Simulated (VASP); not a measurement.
A run of VASP 6.6.1 is set up as follows.

File INCAR:

```
SYSTEM = W4C4F
ALGO = Normal
EDIFF = 1E-6
ENCUT = 520
ISIF = 2
ISMEAR = -1
LASPH = .TRUE.
LCHARG = .FALSE.
LREAL = Auto
LWAVE = .FALSE.
NBANDS = 94
NELM = 60
PREC = Accurate
SIGMA = 0.1
```

KPOINTS

```
k-points
0
G
  3 3 1
  0 0 0
```

Contents of POSCAR:

```
W4C4F
1.0
    5.7513400000      0.0000000000      0.0000000000
   -2.8756700000      4.9808070000      0.0000000000
    0.0000000000      0.0000000000     16.2257100000
W C F
8 8 2
Direct
    0.0000000000      0.0000000000      0.0616305900
   -0.0011112494     -0.0006158725      0.2339705735
   -0.0000000200      0.4999999500      0.0616305900
   -0.0011030720      0.4993846451      0.2339758724
    0.5000000000      0.0000000000      0.0616305900
    0.4967365131     -0.0016828892      0.2356703383
    0.4999999800      0.4999999500      0.0616305900
    0.4967034980      0.4982927860      0.2356844648
    0.3336076900      0.1667791582      0.1413908533
    0.3211990879      0.1605298658      0.3037811067
    0.3336152135      0.6667797876      0.1414106537
    0.3211991467      0.6605545886      0.3038024145
    0.8318651715      0.1659105273      0.1430030388
    0.8374183656      0.1687128167      0.3124375349
    0.8318509674      0.6659127595      0.1430151009
    0.8375337089      0.6686854689      0.3124597248
   -0.1782468169      0.1608751023      0.3931281086
   -0.1780965936     -0.3391130152      0.3931529736
```

Potentials or basis: VASP PAW LDA potentials, release 64 (W_sv, C, F).

Command:

```bash
$ cat potpaw_LDA.64/W_sv/POTCAR potpaw_LDA.64/C/POTCAR potpaw_LDA.64/F/POTCAR > POTCAR
$ mpirun -np 1 vasp_std > vasp.out
```

**Question.** What does it give for the largest force?

**Answer.** 0.554 eV/Å.

**Question.** Predict the band gap on the k mesh.

**Answer.** Zero (bands 79 and 80 overlap by 0.98 eV).

Forces on the atoms (eV/Å):
```
W   -0.101 -0.061 -0.119
W   -0.031 -0.015 -0.023
W   -0.101 -0.059 -0.117
W   -0.030 -0.012 -0.026
W    0.107  0.058 -0.135
W    0.021  0.011 -0.025
W    0.106  0.061 -0.133
W    0.026  0.019 -0.026
C   -0.001  0.001  0.008
C    0.009  0.005  0.158
C   -0.001 -0.001  0.003
C    0.010  0.006  0.153
C   -0.007 -0.004  0.006
C    0.026  0.010 -0.414
C   -0.005 -0.005  0.003
C    0.020  0.013 -0.415
F   -0.024 -0.014  0.553
F   -0.024 -0.014  0.549
```

Caveat: the k points lie up to 0.42 Å⁻¹ apart, too coarse for converged energies and pressures of a metal; spin-orbit coupling is left out, which moves the levels of the heavy elements.
